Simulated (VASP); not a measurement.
A run of VASP 6.6.1 is set up as follows.

Contents of POSCAR:

```
Al2O3
1.0
    4.6289547859      0.0000000000      0.0000000000
    0.0000000000      9.6087998337      0.0000000000
    0.0000000000      0.0000000000      2.9954281795
Al O
4 6
Direct
    0.4149577058      0.3307998776      0.5000000000
    0.5850422942      0.6692001224      0.5000000000
   -0.0850422942      0.1692001224      0.0000000000
    1.0850422942      0.8307998776      0.0000000000
    0.7326464930      0.2226010495      0.5000000000
    0.0000000000      0.0000000000      0.0000000000
    0.7673535070      0.7226010495      0.0000000000
    0.2326464930      0.2773989505      0.0000000000
    0.2673535070      0.7773989505      0.5000000000
    0.5000000000      0.5000000000      0.5000000000
```

INCAR.step1

```
ALGO = Normal ; EDIFF = 1E-4
ENCUT = 520 ; GGA = PE
ISMEAR = 0 ; LASPH = T
LCHARG = F ; LREAL = F
LWAVE = T ; NBANDS = 35
NELM = 100 ; PREC = Accurate
SIGMA = 0.02
```

The input INCAR.step2:

```
ALGO = Normal ; EDIFF = 1E-6
ENCUT = 520 ; ISIF = 2
ISMEAR = 0 ; ISTART = 1
LASPH = T ; LCHARG = T
LELF = T ; LMIXTAU = T
LREAL = F ; LVHAR = T
LWAVE = F ; METAGGA = R2SCAN
NBANDS = 35 ; NELM = 100
PREC = Accurate ; SIGMA = 0.02
```

File KPOINTS:

```
k-points
0
Gamma
  6 4 8
```

Potentials or basis: VASP PAW PBE potentials, release 64 (Al, O).

Launch:

```console
$ cat potpaw_PBE.64/Al/POTCAR potpaw_PBE.64/O/POTCAR > POTCAR
$ cp INCAR.step1 INCAR
$ mpirun -np 1 vasp_std > vasp.out
$ cp INCAR.step2 INCAR
$ mpirun -np 1 vasp_std > vasp.out
```

**Question.** What does it give for the largest force?

**Answer.** 0.060 eV/Å.

**Question.** What does it give for the band gap on the k mesh?

**Answer.** 4.12 eV, direct.

Stress tensor (GPa, compression positive):
```
-0.22  0.00  0.00
 0.00  0.27  0.00
 0.00  0.00 -0.22
```

Caveat: the PAW data sets were made with another functional, which shifts forces and pressure a little. r2SCAN opens gaps a little over a GGA but as a rule still falls short of measured ones.
